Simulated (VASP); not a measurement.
Wanted: the native input for a VASP 6.6.1 run.

```
Task                   : single point
Functional             : PBE
Dispersion             : D3(BJ)
Potentials or basis    : VASP PAW PBE potentials, release 64 (Sb_d_GW)
Cutoff                 : 400 eV
k mesh                 : 9 × 9 × 1
Occupations            : gaussian, width 0.05 eV
Spin                   : no spin polarisation
Dipole correction      : yes
Further INCAR settings : ALGO = Normal; EDIFF = 1e-06; NBANDS = 38; NELMDL = -8
```

The structure of Sb lies in POSCAR:

```
Sb
1.0
    4.0686848921      0.0000000000      0.0000000000
   -2.0343424461      3.5235844766      0.0000000000
    0.0000000000      0.0000000000     20.8000277116
Sb
4
Direct
    0.3333333333      0.6666666667      0.2956733491
    0.6666666667      0.3333333333      0.2163458656
    0.4444444444      1.8888888889      0.5600967399
    0.7777777778      1.5555555556      0.4807692564
```

This cell differs from its parent crystal: layers slid over each other.

The input as run:

INCAR

```
  PREC = Accurate
  ENCUT = 400
  EDIFF = 1E-6
  ISMEAR = 0
  SIGMA = 0.05
  LREAL = F
  LASPH = T
  NELM = 120
  ALGO = Normal
  ISIF = 2
  LWAVE = F
  LCHARG = F
  LDIPOL = T
  IDIPOL = 3
  DIPOL = 0.5 0.5 0.388
  GGA = PE
  IVDW = 12
  NBANDS = 38
  GGA_COMPAT = F
  NELMDL = -8
```

KPOINTS

```
Automatic mesh
0
Gamma
  9 9 1
```

Potentials or basis: VASP PAW PBE potentials, release 64 (Sb_d_GW).

Run with:

```console
$ cat potpaw_PBE.64/Sb_d_GW/POTCAR > POTCAR
$ mpirun -np 1 vasp_std > vasp.out
```

Results of the run:

| Item | Value |
| --- | --- |
| Largest force | 0.106 eV/Å |
| Band gap on the k mesh | 0.86 eV (least direct gap 1.50 eV) |
| Dispersion energy per atom | -0.291 eV |

Caveat: the cell differs from its parent crystal (layers slid over each other); spin-orbit coupling is left out, which moves the levels of the heavy elements.

Wall time 4.7 min on 1 thread of Intel(R) Xeon(R) 6975P-C (Granite Rapids), on a shared host, peak memory 0.4 GiB.
